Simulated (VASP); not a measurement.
# W (I4/mmm) in VASP: further runs

W is run at these levels: r2SCAN; tasks: single point.

Everything below comes from runs of VASP 6.6.1. Logs are shortened: lines on timing, memory, paths and dates and some standing lists are left out, and cuts for length are marked.

**1. The cell of the first run**

The structure is tetragonal, space group I4/mmm (No. 139). Conventional cell: a = 3.450 Å, b = 3.450 Å, c = 2.939 Å, α = 90.00°, β = 90.00°, γ = 90.00°. W (site symmetry 4/mmm) has 14 W at 2.85 to 3.45 Å within 3.8 Å.

**2. Single point, r2SCAN (strain +0.080 along x and y, -0.080 along z)**

The input, POSCAR:

```
W
1.0
   -1.7250840000      1.7250840000      1.4695160000
    1.7250840000     -1.7250840000      1.4695160000
    1.7250840000      1.7250840000     -1.4695160000
W
1
Direct
    0.0000000000      0.0000000000      0.0000000000
```

The input, INCAR.step1:

```
SYSTEM = W
PREC = Accurate
ENCUT = 520
ISMEAR = 0
SIGMA = 0.15
LREAL = .False.
LASPH = .True.
NELM = 100
NBANDS = 13
GGA = PE
ALGO = Normal
EDIFF = 1E-4
LWAVE = .True.
LCHARG = .False.
```

The input, INCAR.step2:

```
SYSTEM = W
PREC = Accurate
ENCUT = 520
EDIFF = 1E-7
ISMEAR = 0
SIGMA = 0.15
LREAL = .False.
LASPH = .True.
NELM = 100
ALGO = Normal
ISIF = 2
LWAVE = .False.
LCHARG = .False.
METAGGA = R2SCAN
LMIXTAU = .True.
NBANDS = 13
ISTART = 1
```

The input, KPOINTS:

```
Automatic mesh
0
Gamma
  14 14 14
  0 0 0
```

Potentials or basis: VASP PAW PBE potentials, release 64 (W_sv).

Command:

```console
> cat potpaw_PBE.64/W_sv/POTCAR > POTCAR
> cp INCAR.step1 INCAR
> mpirun -np 1 vasp_std > vasp.out
> cp INCAR.step2 INCAR
> mpirun -np 1 vasp_std > vasp.out
```

OUTCAR:

```text
SYSTEM = W
   PREC = Accurate
   ENCUT = 520
   EDIFF = 1E-7
   ISMEAR = 0
   LREAL = .False.
   LASPH = .True.
   NELM = 100
   ISIF = 2
   METAGGA = R2SCAN
   ISTART = 1

 ion  position               nearest neighbor table
   1  0.000  0.000  0.000-

  LATTYP: Found a body centered tetragonal cell.
 ALAT       =     3.4501680000
 C/A-ratio  =     0.8518518519

  Lattice vectors:

 A1 = (  -1.7250840000,   1.7250840000,   1.4695160000)
 A2 = (   1.7250840000,  -1.7250840000,   1.4695160000)
 A3 = (   1.7250840000,   1.7250840000,  -1.4695160000)

Analysis of symmetry for initial positions (statically):
=====================================================================
 Subroutine PRICEL returns:
 Original cell was already a primitive cell.

 Routine SETGRP: Setting up the symmetry group for a
 body centered tetragonal supercell.

 Subroutine GETGRP returns: Found 16 space group operations
 (whereof 16 operations were pure point group operations)
 out of a pool of 16 trial point group operations.

The static configuration has the point symmetry D_4h.

Analysis of symmetry for dynamics (positions and initial velocities):
=====================================================================
 Subroutine PRICEL returns:
 Original cell was already a primitive cell.

 Routine SETGRP: Setting up the symmetry group for a
 body centered tetragonal supercell.

 Subroutine GETGRP returns: Found 16 space group operations
 (whereof 16 operations were pure point group operations)
 out of a pool of 16 trial point group operations.

The dynamic configuration has the point symmetry D_4h.

 Subroutine INISYM returns: Found 16 space group operations
 (whereof 16 operations are pure point group operations),
 and found     1 'primitive' translations

----------------------------------------------------------------------------------------

                                     Primitive cell

  volume of cell :      17.4926

  direct lattice vectors                    reciprocal lattice vectors
    -1.725084000  1.725084000  1.469516000     0.000000000  0.289840958  0.340248082
     1.725084000 -1.725084000  1.469516000     0.289840958  0.000000000  0.340248082
     1.725084000  1.725084000 -1.469516000     0.289840958  0.289840958  0.000000000

  length of vectors
     2.848035619  2.848035619  2.848035619     0.446963688  0.446963688  0.409897014

  position of ions in fractional coordinates (direct lattice)
     0.000000000  0.000000000  0.000000000

  ion indices of the primitive-cell ions
   primitive index   ion index
                 1           1

----------------------------------------------------------------------------------------

 KPOINTS: Automatic mesh

Automatic generation of k-mesh.
 Grid dimensions read from file:
 generate k-points for:   14   14   14

 Generating k-lattice:

  Cartesian coordinates                     Fractional coordinates (reciprocal lattice)
     0.000000000  0.020702926  0.024303434     0.071428571 -0.000000000  0.000000000
     0.020702926  0.000000000  0.024303434    -0.000000000  0.071428571  0.000000000
     0.020702926  0.020702926  0.000000000     0.000000000  0.000000000  0.071428571

  Length of vectors
     0.031925978  0.031925978  0.029278358

  Shift w.r.t. Gamma in fractional coordinates (k-lattice)
     0.000000000  0.000000000  0.000000000

 Subroutine IBZKPT returns following result:
 ===========================================

 Found    244 irreducible k-points:

 Following reciprocal coordinates:
            Coordinates               Weight
  0.000000  0.000000  0.000000      1.000000
  0.071429  0.000000  0.000000      8.000000
  0.142857  0.000000 -0.000000      8.000000
  0.214286  0.000000  0.000000      8.000000
  0.285714  0.000000  0.000000      8.000000
  0.357143  0.000000 -0.000000      8.000000
[... 16 lines left out ...]
  0.214286  0.142857  0.000000     16.000000
  0.285714  0.142857 -0.000000     16.000000
 [... further k-points ...]
   k-points           NKPTS =    244   k-points in BZ     NKDIM =    244   number of bands    NBANDS=     13
   number of dos      NEDOS =    301   number of ions     NIONS =      1
   total plane-waves  NPLWV =  13824
   dimension x,y,z NGX =    24 NGY =   24 NGZ =   24
   dimension x,y,z NGXF=    48 NGYF=   48 NGZF=   48
   ions per type =               1
   NGX,Y,Z   is equivalent  to a cutoff of  14.01, 14.01, 14.01 a.u.
   NGXF,Y,Z  is equivalent  to a cutoff of  28.02, 28.02, 28.02 a.u.
 SYSTEM =  W
   PREC   = accura    normal or accurate (medium, high low for compatibility)
   ISTART =      1    job   : 0-new  1-cont  2-samecut
   ICHARG =      0    charge: 1-file 2-atom 10-const
   ISPIN  =      1    spin polarized calculation?
   LNONCOLLINEAR =      F non collinear calculations
   LSORBIT =      F    spin-orbit coupling
   LASPH  =      T    aspherical Exc in radial PAW
   ENCUT  =  520.0 eV  38.22 Ry    6.18 a.u.   5.30  5.30  5.30*2*pi/ulx,y,z
   NELM   =    100;   NELMIN=  2; NELMDL=  0     # of ELM steps
   EDIFF  = 0.1E-06   stopping-criterion for ELM
   LREAL  =      F    real-space projection
   EDIFFG = 0.1E-05   stopping-criterion for IOM
   NSW    =      0    number of steps for IOM
   IBRION =     -1    ionic relax: 0-MD 1-quasi-New 2-CG
   NFREE  =      0    steps in history (QN), initial steepest desc. (CG)
   ISIF   =      2    stress and relaxation
   ISYM   =      2    0-nonsym 1-usesym 2-fastsym
   POTIM  = 0.5000    time-step for ionic-motion
   TEBEG  =    0.0;   TEEND  =   0.0 temperature during run
   PSTRESS=    0.0 pullay stress
   NELECT =      14.0000    total number of electrons
   NUPDOWN=      -1.0000    fix difference up-down
   EMIN   =  10.00;   EMAX   =-10.00  energy-range for DOS
   EFERMI =   0.00;   METHOD = LEGACY
   ISMEAR =     0;   SIGMA  =   0.15  broadening in eV -4-tet -1-fermi 0-gaus
   EFERMI_NEDOS =   21; number of points for ismear=-14 and -15
   IALGO  =     38    algorithm
   IMIX   =      4    mixing-type and parameters
     AMIX     =   0.40;   BMIX     =  1.00
     AMIX_MAG =   1.60;   BMIX_MAG =  1.00
  volume/ion in A,a.u.               =      17.49       118.05
  Fermi-wavevector in a.u.,A,eV,Ry     =   1.519961  2.872311 31.433306  2.310283
  Thomas-Fermi vector in A             =   2.628876
   LORBIT       =      0    0 simple, 1 ext, 2 COOP (PROOUT), +10 PAW based schemes
   METAGGA = R2SCAN    functional components
   LHFCALC =     F    Hartree Fock is set to
   AEXX    =    0.0000 exact exchange contribution
   IVDW    =     0    specifies the selected vdW correction
   LEPSILON=     F    determine dielectric tensor
   LRPA    =     F    only Hartree local field effects (RPA)
 non-spin polarized calculation
 Gauss-broadening in eV      SIGMA  =   0.15
  energy-cutoff  :      520.00
  volume of cell :       17.49
 maximum number of plane-waves:       489
 NGX is ok and might be reduce to    24
   NGX = 11   NGY = 11   NGZ = 11

 number of electron      14.0000002 magnetization

 Free energy of the ion-electron system (eV)
  ---------------------------------------------------
  ext. energy  EPLUGINS =         0.00000000
  ---------------------------------------------------
  free energy    TOTEN  =       -50.98022359 eV

  energy without entropy =      -50.97261106  energy(sigma->0) =      -50.97641732

 E-fermi :   9.9022     XC(G=0): -14.3192

 val. band max:        9.8873317214   @ k =   0.1429   0.0000  -0.0000
 cond. band min:       9.9145910642   @ k =  -0.2143   0.2143   0.0000
 fundamental gap:      0.0272593428
 Fermi energy:         9.9022386433

 k-point     1 :       0.0000    0.0000    0.0000
  band No.  band energies     occupation
      1     -66.3025      2.00000
      2     -29.3440      2.00000
      3     -29.3440      2.00000
      4     -29.1986      2.00000
      5       0.3612      2.00000
      6       7.5619      2.00000
      7       9.8140      1.59454
      8       9.8140      1.59453
      9      10.5656      0.00000
     10      13.3563      0.00000
     11      24.1086      0.00000
     12      24.1086      0.00000
     13      27.5505      0.00000

 k-point     2 :       0.0714    0.0000    0.0000
  band No.  band energies     occupation
      1     -66.2972      2.00000
      2     -29.3703      2.00000
      3     -29.3607      2.00000
      4     -29.2319      2.00000
      5       0.6082      2.00000
      6       7.6320      2.00000
      7       9.6879      1.95667
      8       9.7698      1.78833
      9      10.6458      0.00000
     10      13.1625      0.00000
     11      24.5641      0.00000
     12      24.5704      0.00000
     13      27.5285      0.00000

 k-point     3 :       0.1429    0.0000   -0.0000
  band No.  band energies     occupation
      1     -66.2821      2.00000
      2     -29.4822      2.00000
      3     -29.4075      2.00000
      4     -29.2849      2.00000
      5       1.3104      2.00000
      6       7.6603      2.00000
      7       9.2455      2.00000
      8       9.8873      1.11177
      9      10.9996      0.00000
     10      12.7653      0.00000
     11      25.5148      0.00000
     12      25.8664      0.00000
     13      27.2461      0.00000
[... 305 lines left out ...]
 k-point    23 :       0.2143    0.1429    0.0000
  band No.  band energies     occupation
      1     -66.2239      2.00000
      2     -29.9795      2.00000
      3     -29.5423      2.00000
      4     -29.4350      2.00000
      5       3.9851      2.00000
      6       7.0590      2.00000
      7       7.7060      2.00000
      8      11.5947      0.00000
      9      12.3459      0.00000
     10      13.5703      0.00000
     11      24.5622      0.00000
     12      25.6924      0.00000
     13      27.2306      0.00000

 k-point    24 :       0.2857    0.1429   -0.0000
  band No.  band energies     occupation
      1     -66.2050      2.00000
      2     -30.1230      2.00000
      3     -29.6300      2.00000
      4     -29.4494      2.00000
      5       4.5237      2.00000
      6       6.6469      2.00000
      7       8.1799      2.00000
      8      11.5965      0.00000
      9      13.9985      0.00000
     10      14.3392      0.00000
     11      22.5611      0.00000
     12      23.4684      0.00000
     13      26.2272      0.00000

 [... further k-points ...]

------------------------ aborting loop because EDIFF is reached ----------------------------------------

  FORCE on cell =-STRESS in cart. coord.  units (eV):
  Direction    XX          YY          ZZ          XY          YZ          ZX
  --------------------------------------------------------------------------------------
  -------------------------------------------------------------------------------------
  Total       -3.5229543     -3.5229543      0.3078601      0.0000000     -0.0000000      0.0000000
  in kB     -322.6731158   -322.6731158     28.1974074      0.0000000     -0.0000000      0.0000000
  external PRESSURE =    -205.7162747 kB  Pullay stress =       0.0000000 kB

 VOLUME and BASIS-vectors are now :
 -----------------------------------------------------------------------------
  energy-cutoff  :      520.00
  volume of cell :       17.49
      direct lattice vectors                 reciprocal lattice vectors
    -1.725084000  1.725084000  1.469516000     0.000000000  0.289840958  0.340248082
     1.725084000 -1.725084000  1.469516000     0.289840958  0.000000000  0.340248082
     1.725084000  1.725084000 -1.469516000     0.289840958  0.289840958  0.000000000

 POSITION                                       TOTAL-FORCE (eV/Angst)
 -----------------------------------------------------------------------------------
      0.00000      0.00000      0.00000         0.000000      0.000000      0.000000
 -----------------------------------------------------------------------------------
    total drift:                                0.000000      0.000000     -0.000000

  FREE ENERGIE OF THE ION-ELECTRON SYSTEM (eV)
  ---------------------------------------------------
  free  energy   TOTEN  =       -50.9802235882 eV

  energy  without entropy=      -50.9726110586  energy(sigma->0) =      -50.97641732
```

It took 1.9 min on 1 thread of Intel Xeon Platinum 8375C at 2.90GHz (Ice Lake), shared host; peak memory 0.19 GiB.

What came out:

```
Free energy            : -50.9802 eV
Pressure               : -20.6 GPa
Band gap on the k mesh : zero (band 7 reaches 14.52 eV, above the bottom of band 8 at 8.74 eV)
```

Levels at points of the mesh, in eV from the Fermi level:
```
           k point  band 5  band 6  band 7  band 8  band 9  band 10
(0.00, 0.00, 0.00)   -9.54   -2.34   -0.09   -0.09    0.66     3.45
(0.50, 0.00, 0.00)   -5.82   -3.82    0.81    2.02    4.55     5.30
(0.50, 0.50, 0.00)   -6.05   -1.58   -0.50    0.33    2.30     5.30
(0.50, 0.50, 0.50)   -5.36   -5.11    4.62    4.62    5.05     6.33
```

Caveat: the cell differs from its parent crystal (strain +0.080 along x and y, -0.080 along z); the PAW data sets were made with another functional, which shifts forces and pressure a little; spin-orbit coupling is left out, which moves the levels of the heavy elements.

(Part 1 of 2 ends here.)
